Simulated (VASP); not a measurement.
# Co (Im-3m) in VASP: further runs, part 2 of 2

VASP 6.6.1.

## (3) Single point, RPBE (volume scaled by 1.08)

INCAR

```
PREC = Accurate
ENCUT = 520
EDIFF = 1E-6
ISMEAR = -1
SIGMA = 0.1
LREAL = F
LASPH = T
NELM = 100
ALGO = Normal
ISIF = 2
LWAVE = F
LCHARG = F
GGA = RP
NBANDS = 10
```

KPOINTS

```
Automatic mesh
0
Gamma
  18 18 18
```

POSCAR

```
Co
1.0
   -1.4306122386      1.4306122386      1.4306122386
    1.4306122386     -1.4306122386      1.4306122386
    1.4306122386      1.4306122386     -1.4306122386
Co
1
Direct
    0.0000000000      0.0000000000      0.0000000000
```

Potentials or basis: VASP PAW PBE potentials, release 64 (Co).

Started as:

```
cat potpaw_PBE.64/Co/POTCAR > POTCAR
mpirun -np 1 vasp_std > vasp.out
```

OUTCAR:

```text
PREC = Accurate
   ENCUT = 520
   EDIFF = 1E-6
   ISMEAR = -1
   LREAL = F
   LASPH = T
   NELM = 100
   ISIF = 2
   GGA = RP

 ion  position               nearest neighbor table
   1  0.000  0.000  0.000-

  LATTYP: Found a body centered cubic cell.
 ALAT       =     2.8612244772

  Lattice vectors:

 A1 = (  -1.4306122386,   1.4306122386,   1.4306122386)
 A2 = (   1.4306122386,  -1.4306122386,   1.4306122386)
 A3 = (   1.4306122386,   1.4306122386,  -1.4306122386)

Analysis of symmetry for initial positions (statically):
=====================================================================
 Subroutine PRICEL returns:
 Original cell was already a primitive cell.

 Routine SETGRP: Setting up the symmetry group for a
 body centered cubic supercell.

 Subroutine GETGRP returns: Found 48 space group operations
 (whereof 48 operations were pure point group operations)
 out of a pool of 48 trial point group operations.

The static configuration has the point symmetry O_h .

Analysis of symmetry for dynamics (positions and initial velocities):
[... 163 lines left out ...]
 k-point     1 :       0.0000    0.0000    0.0000
  band No.  band energies     occupation
      1       0.8838      2.00000
      2       7.5573      2.00000
      3       7.5573      2.00000
      4       7.5573      2.00000
      5       8.8833      1.83722
      6       8.8833      1.83722
      7      34.1372      0.00000
      8      34.1372      0.00000
      9      34.1372      0.00000
     10      39.0363      0.00000
[... 287 lines left out ...]
 k-point    24 :       0.3889    0.1111    0.0000
  band No.  band energies     occupation
      1       5.2782      2.00000
      2       6.6531      2.00000
      3       8.0653      1.99995
      4       8.8135      1.91549
      5       9.2537      0.43470
      6      10.9287      0.00000
      7      16.8565      0.00000
      8      24.9891      0.00000
      9      28.1954      0.00000
     10      33.6739      0.00000

 [... further k-points ...]

------------------------ aborting loop because EDIFF is reached ----------------------------------------

  FORCE on cell =-STRESS in cart. coord.  units (eV):
  Direction    XX          YY          ZZ          XY          YZ          ZX
  --------------------------------------------------------------------------------------
  -------------------------------------------------------------------------------------
  Total       -1.0199661     -1.0199661     -1.0199661     -0.0000000      0.0000000      0.0000000
  in kB     -139.5309464   -139.5309464   -139.5309464     -0.0000000      0.0000000      0.0000000
  external PRESSURE =    -139.5309464 kB  Pullay stress =       0.0000000 kB

 VOLUME and BASIS-vectors are now :
 -----------------------------------------------------------------------------
  energy-cutoff  :      520.00
  volume of cell :       11.71
      direct lattice vectors                 reciprocal lattice vectors
    -1.430612239  1.430612239  1.430612239     0.000000000  0.349500715  0.349500715
     1.430612239 -1.430612239  1.430612239     0.349500715  0.000000000  0.349500715
     1.430612239  1.430612239 -1.430612239     0.349500715  0.349500715  0.000000000

 POSITION                                       TOTAL-FORCE (eV/Angst)
 -----------------------------------------------------------------------------------
      0.00000      0.00000      0.00000         0.000000      0.000000      0.000000
 -----------------------------------------------------------------------------------
    total drift:                                0.000000      0.000000      0.000000

  FREE ENERGIE OF THE ION-ELECTRON SYSTEM (eV)
  ---------------------------------------------------
  free  energy   TOTEN  =        -6.0676127297 eV

  energy  without entropy=       -5.9406133557  energy(sigma->0) =       -6.00411304
```

OSZICAR:

```text
N       E                     dE             d eps       ncg     rms          rms(c)
DAV:   1     0.231337719371E+02    0.23134E+02   -0.40644E+03  3956   0.104E+03
DAV:   2    -0.649750009851E+01   -0.29631E+02   -0.28509E+02  3964   0.151E+02
DAV:   3    -0.718090814718E+01   -0.68341E+00   -0.67609E+00  4372   0.288E+01
DAV:   4    -0.718930627114E+01   -0.83981E-02   -0.83949E-02  4628   0.284E+00
DAV:   5    -0.718952850850E+01   -0.22224E-03   -0.22223E-03  4554   0.409E-01    0.899E+00
DAV:   6    -0.633337011859E+01    0.85616E+00   -0.14484E+01  4236   0.544E+01    0.424E+00
DAV:   7    -0.608388884858E+01    0.24948E+00   -0.21329E+00  4260   0.195E+01    0.121E+00
DAV:   8    -0.606952868170E+01    0.14360E-01   -0.29750E-02  5846   0.188E+00    0.371E-01
DAV:   9    -0.606760818650E+01    0.19205E-02   -0.14122E-03  5408   0.286E-01    0.737E-02
DAV:  10    -0.606761464866E+01   -0.64622E-05   -0.10254E-05  5004   0.303E-02    0.314E-02
DAV:  11    -0.606761257169E+01    0.20770E-05   -0.32224E-07  2504   0.650E-03    0.191E-03
DAV:  12    -0.606761272969E+01   -0.15800E-06   -0.24192E-08  2056   0.235E-03
   1 F= -.60676127E+01 E0= -.60041130E+01  d E =-.126999E+00
```

stdout:

```text
POSCAR found type information on POSCAR Co
 POSCAR found :  1 types and       1 ions
 scaLAPACK will be used
 -----------------------------------------------------------------------------
|                                                                             |
|                                                                             |
|     You enforced a specific xc type in the INCAR file but a different       |
|     I HOPE YOU KNOW WHAT YOU ARE DOING!                                     |
|                                                                             |
 -----------------------------------------------------------------------------

 LDA part: xc-table for (Slater+PW92), standard interpolation
 POSCAR, INCAR and KPOINTS ok, starting setup
 FFT: planning ... GRIDC
 FFT: planning ... GRID_SOFT
 FFT: planning ... GRID
 WAVECAR not read
 entering main loop
```

It took 19 s on 1 thread of Intel Xeon Platinum 8259CL at 2.50GHz (Skylake/Cascade Lake), shared host; peak memory 0.14 GiB.

What came out:

| Property | Result |
| --- | --- |
| Free energy | -6.0676 eV |
| Pressure | -14.0 GPa |

Caveat: the PAW data sets were made with another functional, which shifts forces and pressure a little; the run has no spin polarisation, though such a crystal can be magnetic. Spin polarisation is off, so any magnetic state and its effect on volume and gap are missing.

## (4) Single point, RPBE (volume scaled by 1.12)

INCAR

```
SYSTEM = Co
PREC = Accurate
ENCUT = 520
EDIFF = 1E-6
ISMEAR = -1
SIGMA = 0.1
LREAL = .FALSE.
LASPH = .TRUE.
NELM = 100
ALGO = Normal
ISIF = 2
LWAVE = .FALSE.
LCHARG = .FALSE.
GGA = RP
NBANDS = 10
```

KPOINTS

```
regular mesh
0
G
  18 18 18
  0 0 0
```

POSCAR

```
Co
1.0
   -1.4480604489      1.4480604489      1.4480604489
    1.4480604489     -1.4480604489      1.4480604489
    1.4480604489      1.4480604489     -1.4480604489
Co
1
Direct
    0.0000000000      0.0000000000      0.0000000000
```

Started as:

```
cat potpaw_PBE.64/Co/POTCAR > POTCAR
mpirun -np 1 vasp_std > vasp.out
```

It took 29 s on 1 thread of Intel Xeon Platinum 8259CL at 2.50GHz (Skylake/Cascade Lake), shared host; peak memory 0.14 GiB.

It converged, with:

| Quantity | Value |
| --- | --- |
| Free energy | -6.0232 eV |
| Pressure | -18.6 GPa |

Levels at points of the mesh, in eV from the Fermi level:
```csv
k point,band 1,band 2,band 3,band 4,band 5,band 6,band 7,band 8,band 9,band 10
"(0.00, 0.00, 0.00)",-8.02,-1.49,-1.49,-1.49,-0.23,-0.23,24.65,24.65,24.65,29.32
"(0.50, 0.00, 0.00)",-3.86,-2.40,-0.27,-0.08,0.52,0.71,6.61,17.95,19.04,22.50
"(0.50, 0.50, 0.50)",-3.48,-3.48,0.49,0.49,0.49,9.41,9.41,9.41,14.98,14.98
```

Caveat: the PAW data sets were made with another functional, which shifts forces and pressure a little; the run has no spin polarisation, though such a crystal can be magnetic. Spin polarisation is off, so any magnetic state and its effect on volume and gap are missing.

## (5) Overview

| cell | gap on the mesh (eV) | pressure (GPa) |
| --- | --- | --- |
| a = 2.447 Å, angles 109.5°, 1 atom | none | -8.0 |
| a = 2.478 Å, angles 109.5°, 1 atom | none | -14.0 |
| a = 2.508 Å, angles 109.5°, 1 atom | none | -18.6 |

Alike in all rows: task single point; level RPBE; potentials or basis VASP PAW PBE potentials, release 64 (Co); no spin polarisation; k mesh 18 × 18 × 18; cutoff (eV) 520; smearing fermi-dirac 0.1 eV.

Caveats: the PAW data sets were made with another functional, which shifts forces and pressure a little; the run has no spin polarisation, though such a crystal can be magnetic.

Absolute energies hang on the potentials; compare differences alone.
